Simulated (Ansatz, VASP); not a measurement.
## AlNi3 in VASP and in Ansatz

File INCAR:

```
SYSTEM = AlNi3
PREC     = Accurate       ! precision mode
ENCUT    = 520            ! plane-wave cutoff, eV
EDIFF    = 1E-6           ! SCF threshold, eV
ISMEAR   = 0              ! smearing method
SIGMA    = 0.15           ! smearing width, eV
LREAL    = .FALSE.        ! projectors in reciprocal space
LASPH    = .TRUE.         ! aspherical terms in the spheres
NELM     = 60             ! most SCF steps
ALGO     = Fast           ! electronic algorithm
ISIF     = 2              ! what is computed and relaxed
LWAVE    = .FALSE.        ! write WAVECAR
LCHARG   = .TRUE.         ! write CHGCAR
GGA      = PS             ! functional
LELF     = .TRUE.         ! ELF
LVHAR    = .TRUE.       
NBANDS   = 24             ! bands
```

KPOINTS

```
Automatic mesh
0
G
  14 14 14
  0 0 0
```

File POSCAR:

```
AlNi3
1.0
   -0.1967891438      2.6579856698      2.6579856698
    2.6579856698     -0.1967891438      2.6579856698
    2.6579856698      2.6579856698     -0.1967891438
Al Ni
1 3
Direct
    0.5000000000      0.5000000000      0.5000000000
    0.2500000000      0.2500000000      0.2500000000
    0.0000000000      0.0000000000      0.0000000000
    0.7500000000      0.7500000000      0.7500000000
```

Input for Ansatz:

```yaml
crystal:
  lattice:
    - [-0.1967891438, 2.6579856698, 2.6579856698]
    - [2.6579856698, -0.1967891438, 2.6579856698]
    - [2.6579856698, 2.6579856698, -0.1967891438]
  atoms:
    - { symbol: Al, position: [0.5, 0.5, 0.5] }
    - { symbol: Ni, position: [0.25, 0.25, 0.25] }
    - { symbol: Ni, position: [0.0, 0.0, 0.0] }
    - { symbol: Ni, position: [0.75, 0.75, 0.75] }
basis:
  ecutwfc: 520.0
kpoints:
  mp_grid: { grid: [14, 14, 14] }
hamiltonian:
  xc: pbesol
  pseudopotentials: { kind: paw, azcp: { folder: soft_1 } }
scf:
  occupations: { method: gaussian, width: 0.15 }
output:
  forces: true
  stress: true
  eigenvalues: true
```

Alike in both runs: task single point; functional PBEsol; k mesh 14 × 14 × 14; occupations gaussian, width 0.15 eV; no spin polarisation.

|  | VASP | Ansatz |
| --- | --- | --- |
| version | VASP 6.6.1 | Ansatz 0.2.0 |
| potentials or method | VASP PAW PBE potentials, release 64 (Al, Ni), cutoff 520 eV | scalar-relativistic, plane waves, PAW |
| valence electrons in the cell | 33 | 57 |

```csv
,VASP,Ansatz,Ansatz less VASP
gap on the k mesh at the Fermi level (eV),none,none,-
pressure (GPa),14.6,14.6,0.00
"traceless stress, the component that is largest in VASP (GPa)",15.75,15.85,+0.101
rms of the force components (eV/Å),0.083,0.093,+0.0094
```

VASP's potentials were made for PBE, not for PBEsol, and Ansatz warns of the same on its side. Atom by atom the forces differ by 0.009 eV/Å (rms over components). A gap of «none» marks a metal or a gap that the smearing closes. VASP's potentials hold 33 valence electrons a cell and Ansatz's 57, so a difference there can come from the potentials and not from the codes.
